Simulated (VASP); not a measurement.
# Ti5C (P-62m) in VASP: single point with PBE

Aim: the single point of Ti5C with PBE.

Program: VASP 6.6.1. These are calculated values, not measurements. Logs are shortened: lines on timing, memory, paths and dates and some standing lists are left out, and cuts for length are marked.

**1. The cell of the first run**

Symmetry: P-62m, No. 189, hexagonal system. Conventional cell: a = 5.433 Å, b = 5.433 Å, c = 3.525 Å, α = 90.00°, β = 90.00°, γ = 120.00°. Ti (site symmetry m2m) has 2 C at 2.31 Å and 6 Ti at 2.60 to 2.65 Å within 3.1 Å. Ti (site symmetry -6) has 9 Ti at 2.65 to 3.14 Å and 3 C at 3.14 Å within 3.5 Å. Within 3.1 Å of C (site symmetry -62m) lie 6 Ti at 2.31 Å.

**2. Single point, PBE, collinear spin, ferromagnetic start**

The input, INCAR:

```
SYSTEM = Ti5C
  ALGO = Normal
  EDIFF = 1E-6
  ENCUT = 600
  GGA = PE
  GGA_COMPAT = .FALSE.
  ISIF = 2
  ISMEAR = 0
  ISPIN = 2
  LASPH = .TRUE.
  LCHARG = .FALSE.
  LMAXMIX = 4
  LORBIT = 11
  LREAL = .FALSE.
  LWAVE = .FALSE.
  MAGMOM = 1 1 1 1 1 0
  NBANDS = 45
  NELM = 200
  PREC = Accurate
  SIGMA = 0.1
```

The input, KPOINTS:

```
k-points
0
G
  6 6 6
  0 0 0
```

The input, POSCAR:

```
Ti5C
1.0
    5.4327388362      0.0000000000      0.0000000000
   -2.7163694181      4.7048898443      0.0000000000
    0.0000000000      0.0000000000      3.5253456319
Ti C
5 1
Direct
    0.0000000000      0.2761025023      0.0000000000
    0.7238974977      0.7238974977      0.0000000000
    0.2761025023      0.0000000000      0.0000000000
    0.6666666667      0.3333333333      0.5000000000
    0.3333333333      0.6666666667      0.5000000000
    0.0000000000      0.0000000000      0.5000000000
```

Potentials or basis: VASP PAW PBE potentials, release 64 (Ti_sv, C).

On the command line:

```sh
cat potpaw_PBE.64/Ti_sv/POTCAR potpaw_PBE.64/C/POTCAR > POTCAR
mpirun -np 1 vasp_std > vasp.out
```

OUTCAR:

```text
SYSTEM = Ti5C
   EDIFF = 1E-6
   ENCUT = 600
   GGA = PE
   ISIF = 2
   ISMEAR = 0
   ISPIN = 2
   LASPH = .TRUE.
   LORBIT = 11
   LREAL = .FALSE.
   NELM = 200
   PREC = Accurate

 ion  position               nearest neighbor table
   1  0.000  0.276  0.000-   6 2.31   6 2.31   3 2.60   2 2.60   4 2.65   4 2.65   5 2.65   5 2.65

   2  0.724  0.724  0.000-   6 2.31   6 2.31   3 2.60   1 2.60   5 2.65   5 2.65   4 2.65   4 2.65

   3  0.276  0.000  0.000-   6 2.31   6 2.31   1 2.60   2 2.60   5 2.65   5 2.65   4 2.65   4 2.65

   4  0.667  0.333  0.500-   1 2.65   1 2.65   3 2.65   3 2.65   2 2.65   2 2.65
   5  0.333  0.667  0.500-   3 2.65   3 2.65   1 2.65   1 2.65   2 2.65   2 2.65
   6  0.000  0.000  0.500-   3 2.31   3 2.31   1 2.31   1 2.31   2 2.31   2 2.31

  LATTYP: Found a hexagonal cell.
 ALAT       =     5.4327388362
 C/A-ratio  =     0.6489076207

  Lattice vectors:

 A1 = (   5.4327388362,   0.0000000000,   0.0000000000)
 A2 = (  -2.7163694181,   4.7048898443,   0.0000000000)
 A3 = (   0.0000000000,   0.0000000000,   3.5253456319)

Analysis of symmetry for initial positions (statically):
=====================================================================
 Subroutine PRICEL returns:
 Original cell was already a primitive cell.

 Routine SETGRP: Setting up the symmetry group for a
 hexagonal supercell.

 Subroutine GETGRP returns: Found 12 space group operations
 (whereof 12 operations were pure point group operations)
 out of a pool of 24 trial point group operations.

The static configuration has the point symmetry D_3h.

Analysis of symmetry for dynamics (positions and initial velocities):
=====================================================================
 Subroutine PRICEL returns:
 Original cell was already a primitive cell.

 Routine SETGRP: Setting up the symmetry group for a
 hexagonal supercell.

 Subroutine GETGRP returns: Found 12 space group operations
 (whereof 12 operations were pure point group operations)
 out of a pool of 24 trial point group operations.

The dynamic configuration has the point symmetry D_3h.

Analysis of structural, dynamic, and magnetic symmetry:
=====================================================================
 Subroutine PRICEL returns:
 Original cell was already a primitive cell.

 Routine SETGRP: Setting up the symmetry group for a
 hexagonal supercell.

 Subroutine GETGRP returns: Found 12 space group operations
 (whereof 12 operations were pure point group operations)
 out of a pool of 24 trial point group operations.

The overall configuration has the point symmetry D_3h.

[... 146 lines left out ...]

 number of electron      64.0000001 magnetization       0.0006150

 Free energy of the ion-electron system (eV)
  ---------------------------------------------------
  ext. energy  EPLUGINS =         0.00000000
  ---------------------------------------------------
  free energy    TOTEN  =       -46.53798001 eV

  energy without entropy =      -46.51424167  energy(sigma->0) =      -46.52611084

 E-fermi :   8.6657     XC(G=0): -11.7197

 val. band max:        8.6253335922   @ k =   0.0000   0.0000   0.5000
 cond. band min:       8.6768282122   @ k =   0.5000   0.0000   0.0000
 fundamental gap:      0.0514946200
 Fermi energy:         8.6656507461

 spin component 1

 k-point     1 :       0.0000    0.0000    0.0000
  band No.  band energies     occupation
      1     -48.1792      1.00000
      2     -48.0109      1.00000
      3     -47.9336      1.00000
      4     -47.9336      1.00000
      5     -47.9047      1.00000
      6     -24.7107      1.00000
[... 1117 lines left out ...]
     43      11.0515      0.00000
     44      11.3108      0.00000

 [... further k-points ...]

 spin component 2

 k-point     1 :       0.0000    0.0000    0.0000
  band No.  band energies     occupation
      1     -48.1792      1.00000
      2     -48.0108      1.00000
      3     -47.9335      1.00000
      4     -47.9335      1.00000
      5     -47.9047      1.00000
      6     -24.7107      1.00000
[... 1117 lines left out ...]
     43      11.0515      0.00000
     44      11.3120      0.00000

 [... further k-points ...]

 [bands above 44 left out]

------------------------ aborting loop because EDIFF is reached ----------------------------------------

  FORCE on cell =-STRESS in cart. coord.  units (eV):
  Direction    XX          YY          ZZ          XY          YZ          ZX
  --------------------------------------------------------------------------------------
  -------------------------------------------------------------------------------------
  Total       -0.1136888     -0.1136888     -0.0126753      0.0000000      0.0000000      0.0000000
  in kB       -2.0214272     -2.0214272     -0.2253712      0.0000000      0.0000000      0.0000000
  external PRESSURE =      -1.4227418 kB  Pullay stress =       0.0000000 kB

 VOLUME and BASIS-vectors are now :
 -----------------------------------------------------------------------------
  energy-cutoff  :      600.00
  volume of cell :       90.11
      direct lattice vectors                 reciprocal lattice vectors
     5.432738836  0.000000000  0.000000000     0.184069220  0.106272414  0.000000000
    -2.716369418  4.704889844  0.000000000     0.000000000  0.212544827  0.000000000
     0.000000000  0.000000000  3.525345632     0.000000000  0.000000000  0.283660130

 POSITION                                       TOTAL-FORCE (eV/Angst)
 -----------------------------------------------------------------------------------
     -0.75000      1.29903      0.00000        -0.016947      0.029353      0.000000
      1.96637      3.40586      0.00000        -0.016947     -0.029353      0.000000
      1.49999      0.00000      0.00000         0.033894      0.000000      0.000000
      2.71637      1.56830      1.76267         0.000000      0.000000      0.000000
     -0.00000      3.13659      1.76267        -0.000000      0.000000      0.000000
      0.00000      0.00000      1.76267         0.000000      0.000000      0.000000
 -----------------------------------------------------------------------------------
    total drift:                                0.000000      0.000001     -0.000000

  FREE ENERGIE OF THE ION-ELECTRON SYSTEM (eV)
  ---------------------------------------------------
  free  energy   TOTEN  =       -46.5379800052 eV

  energy  without entropy=      -46.5142416688  energy(sigma->0) =      -46.52611084

 total charge

# of ion       s       p       d       tot
------------------------------------------
    1        2.221   6.144   2.023  10.389
    2        2.221   6.144   2.023  10.389
    3        2.221   6.144   2.023  10.389
    4        2.261   6.093   1.992  10.346
    5        2.261   6.093   1.992  10.346
    6        0.879   1.338   0.000   2.217
--------------------------------------------------
tot         12.066  31.958  10.053  54.077

 magnetization (x)

# of ion       s       p       d       tot
------------------------------------------
    1        0.000   0.000   0.000   0.000
    2        0.000   0.000   0.000   0.000
    3        0.000   0.000   0.000   0.000
    4        0.000   0.000   0.000   0.000
    5        0.000   0.000   0.000   0.000
    6       -0.000  -0.000   0.000  -0.000
--------------------------------------------------
tot          0.000  -0.000   0.000   0.000
```

stdout:

```text
POSCAR found type information on POSCAR TiC
 POSCAR found :  2 types and       6 ions
 scaLAPACK will be used
 LDA part: xc-table for (Slater+PW92), standard interpolation
 POSCAR, INCAR and KPOINTS ok, starting setup
 FFT: planning ... GRIDC
 FFT: planning ... GRID_SOFT
 FFT: planning ... GRID
 WAVECAR not read
 entering main loop
```

It took 6.6 min on 1 thread of Intel Xeon 6975P-C, shared host; peak memory 0.41 GiB.

Results:

| Item | Value |
| --- | --- |
| Free energy | -46.5380 eV |
| Pressure | -0.1 GPa |
| Largest force | 0.034 eV/Å |
| Band gap on the k mesh | zero (filled and empty bands overlap) |
| Net moment | 0.00 μB per cell |
| Valence electrons inside the program's atomic spheres | Ti 10.39, 10.35; C 2.22 |

Forces on the atoms (eV/Å):
```
Ti  -0.017  0.029  0.000
Ti  -0.017 -0.029  0.000
Ti   0.034  0.000  0.000
Ti   0.000  0.000  0.000
Ti   0.000  0.000  0.000
C    0.000  0.000  0.000
```
